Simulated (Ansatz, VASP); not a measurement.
# Ru in VASP and in Ansatz

```
CELL_PARAMETERS angstrom
2.74639 0.00000 0.00000
-1.37319 2.37844 0.00000
0.00000 0.00000 4.21767
ATOMIC_POSITIONS crystal
Ru 0.33333 0.66667 0.25000
Ru 0.66667 0.33333 0.75000
```

Change from the starting cell: strain +0.015 along x and y, -0.015 along z, atoms carried along.

Alike in both runs: task single point; functional PBEsol; k mesh 24 × 24 × 12; occupations gaussian, width 0.15 eV; no spin polarisation.

|  | VASP | Ansatz |
| --- | --- | --- |
| version | VASP 6.6.1 | Ansatz 0.2.0 |
| potentials or method | VASP PAW PBE potentials, release 64 (Ru_pv), cutoff 520 eV | scalar-relativistic, plane waves, PAW |
| valence electrons in the cell | 28 | 32 |

VASP gave:

* gap on the k mesh at the Fermi level (eV): none
* pressure (GPa): -10.2
* traceless stress, the component that is largest in VASP (GPa): 7.31

What did Ansatz give for the same quantities?

gap on the k mesh at the Fermi level (eV): none; pressure (GPa): -10.1; traceless stress, the component that is largest in VASP (GPa): 7.31.

VASP's potentials were made for PBE, not for PBEsol. A gap of «none» marks a metal or a gap that the smearing closes. The functional is the same, so the differences come from potentials, cutoffs and numerics. VASP's potentials hold 28 valence electrons a cell and Ansatz's 32, so a difference there can come from the potentials and not from the codes.
